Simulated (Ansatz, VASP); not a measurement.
**Al3GaAs4 in VASP and in Ansatz**

File INCAR:

```
SYSTEM = Al3GaAs4
PREC = Accurate
ENCUT = 600
EDIFF = 1E-6
ISMEAR = 0
SIGMA = 0.1
LREAL = .False.
LASPH = .True.
NELM = 100
ALGO = Normal
ISIF = 3
LWAVE = .False.
LCHARG = .False.
GGA = PE
IBRION = 2
NSW = 90
EDIFFG = -0.04
```

KPOINTS

```
Automatic mesh
0
Gamma
  4 4 2
  0 0 0
```

The input POSCAR:

```
Al3GaAs4
1.0
    3.8458615300      0.0000000000      0.0000000000
    0.0000000000      3.8458615300      0.0000000000
    0.0000000000      0.0000000000     10.8777390600
Al Ga As
3 1 4
Direct
    0.0000000000      0.0000000000      0.0000000000
    0.5000000000      0.5000000000      0.2500000000
    0.5000000000      0.5000000000      0.7500000000
    0.0000000000      0.0000000000      0.5000000000
    0.5000000000      0.0000000000      0.3750000000
    0.0000000000      0.5000000000      0.6250000000
    0.5000000000      0.0000000000      0.8750000000
    0.0000000000      0.5000000000      0.1250000000
```

Input for Ansatz:

```yaml
crystal:
  lattice:
    - [3.84586153, 0.0, 0.0]
    - [0.0, 3.84586153, 0.0]
    - [0.0, 0.0, 10.87773906]
  atoms:
    - { symbol: Al, position: [0.0, 0.0, 0.0] }
    - { symbol: Al, position: [0.5, 0.5, 0.25] }
    - { symbol: Al, position: [0.5, 0.5, 0.75] }
    - { symbol: Ga, position: [0.0, 0.0, 0.5] }
    - { symbol: As, position: [0.5, 0.0, 0.375] }
    - { symbol: As, position: [0.0, 0.5, 0.625] }
    - { symbol: As, position: [0.5, 0.0, 0.875] }
    - { symbol: As, position: [0.0, 0.5, 0.125] }
basis:
  ecutwfc: 420
kpoints:
  mp_grid: { grid: [4, 4, 2] }
hamiltonian:
  xc: pbe
scf:
  occupations: { method: gaussian, width: 0.1 }
  lower_state_search: "off"
output:
  forces: true
  stress: true
  eigenvalues: true
relax:
  adjacent_minimum: "off"
  f_tol: 0.04
  max_steps: 70
  cell: { stress_tol: 0.4 }
```

Alike in both runs: task relaxation of cell and atoms; functional PBE; k mesh 4 × 4 × 2; occupations gaussian, width 0.1 eV; no spin polarisation.

```csv
,VASP,Ansatz
version,VASP 6.6.1,Ansatz 0.2.0
potentials or method,"VASP PAW PBE potentials, release 64 (Al, Ga_d, As), cutoff 600 eV","scalar-relativistic, plane waves, PAW"
valence electrons in the cell,42,82
```

```csv
,VASP,Ansatz,Ansatz less VASP
"gap on the k mesh at the Fermi level, each at its own relaxed structure (eV)",1.21,1.23,+0.018
relaxed volume (Å³/atom),23.63,23.53,-0.094
relaxed length of the cell vector where the two differ most in proportion (Å),11.364,11.341,-0.0227
```

VASP's potentials hold 42 valence electrons a cell and Ansatz's 82, so a difference there can come from the potentials and not from the codes.

Noted on VASP's run: the volume moved by over 15 % at a fixed basis, so the end points are rough.
